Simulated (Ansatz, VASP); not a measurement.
One calculation of GaO5, two programs

```
CELL_PARAMETERS angstrom
4.10308 0.00000 0.00000
0.00000 4.10308 0.00000
0.00000 0.00000 4.10308
ATOMIC_POSITIONS crystal
Ga 0.50000 0.50000 0.50000
O 0.00000 0.00000 0.00000
O 0.23586 0.23586 0.23586
O 0.76414 0.76414 0.23586
O 0.76414 0.23586 0.76414
O 0.23586 0.76414 0.76414
```

Alike in both runs: functional PBE; k mesh 10 × 10 × 10; occupations gaussian, width 0.1 eV; collinear spin.

Ansatz relaxed the structure, and its values are those at the end. VASP's run is a single point on that final structure, the one shown.

|  | VASP | Ansatz |
| --- | --- | --- |
| version | VASP 6.6.1 | Ansatz 0.2.0 |
| potentials or method | VASP PAW PBE potentials, release 64 (Ga_d, O), cutoff 520 eV | scalar-relativistic, plane waves, PAW |
| valence electrons in the cell | 43 | 43 |

Ansatz gave:

```
gap on the k mesh at the Fermi level (eV) : none
pressure (GPa)                            : 0.0
rms of the force components (eV/Å)        : 0.002
net moment per atom (μB)                  : 0.17
```

What did VASP give for the same quantities?

gap on the k mesh at the Fermi level (eV): none; pressure (GPa): 0.1; rms of the force components (eV/Å): 0.023; net moment per atom (μB): 0.17.

A gap of «none» marks a metal or a gap that the smearing closes.
